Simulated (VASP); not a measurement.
Ir, 2 atoms in the cell. It takes space group Pmma (No. 51, orthorhombic). Conventional cell: a = 12.238 Å, b = 2.233 Å, c = 7.193 Å, α = 90.00°, β = 90.00°, γ = 90.00°. Ir (site symmetry mm2) has 2 Ir at 2.23 Å within 3.0 Å. 

- Program: VASP 6.6.1
- Task: single point
- Functional: PBEsol
- Potentials or basis: VASP PAW PBE potentials, release 64 (Ir_sv_GW)
- Cutoff: 500 eV
- k mesh: 1 × 3 × 1
- Occupations: fermi-dirac, width 0.1 eV
- Spin: no spin polarisation
- Dipole correction: no
- Second run: valence_matched
- Further INCAR settings: ALGO = Normal; EDIFF = 1e-06; NBANDS = 24

Potentials or basis: VASP PAW PBE potentials, release 64 (Ir_sv_GW).

Command:

```bash
$ cat potpaw_PBE.64/Ir_sv_GW/POTCAR > POTCAR
$ mpirun -np 1 vasp_std > vasp.out
```

Hardware: 1 thread of AMD EPYC 7R13 Processor (Zen 3), with other jobs on the host.

Problem. Estimate the wall time of this run.

Solution. Run time: 23 s on 1 thread of AMD EPYC 7R13 Processor (Zen 3), with other jobs on the host, peak memory 0.21 GiB. Counts: scf iterations 13, k points 2.
